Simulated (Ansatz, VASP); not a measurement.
**BF in VASP and in Ansatz**

```
B F
1.0
     1.58971   -1.58994    0.03855
     1.58971    1.58994    0.03855
    -0.50030    0.00000    9.26335
B F
2 2
Direct
  0.99028 0.50791 0.93261
  0.50791 0.99028 0.43261
  0.49820 0.48062 0.32109
  0.48062 0.49820 0.82109
```

Change from the starting cell: species swapped into the CuO type (Cc, No. 9).

Alike in both runs: functional PBE; k mesh 6 × 6 × 4; occupations gaussian, width 0.1 eV; no spin polarisation.

Ansatz relaxed the structure, and its values are those at the end. VASP's run is a single point on that final structure, the one shown.

|  | VASP | Ansatz |
| --- | --- | --- |
| version | VASP 6.6.1 | Ansatz 0.2.0 |
| potentials or method | VASP PAW PBE potentials, release 64 (B, F), cutoff 520 eV | scalar-relativistic, plane waves, PAW |
| valence electrons in the cell | 20 | 20 |

```csv
,VASP,Ansatz,Ansatz less VASP
gap on the k mesh at the Fermi level (eV),0.79,0.80,+0.001
least direct gap on the mesh (eV),1.27,1.28,+0.007
pressure (GPa),0.5,0.1,-0.45
rms of the force components (eV/Å),0.069,0.001,-0.0681
```

The functional is the same, so the differences come from potentials, cutoffs and numerics.

The k mesh is coarse, so the values compare programs but aren't converged.
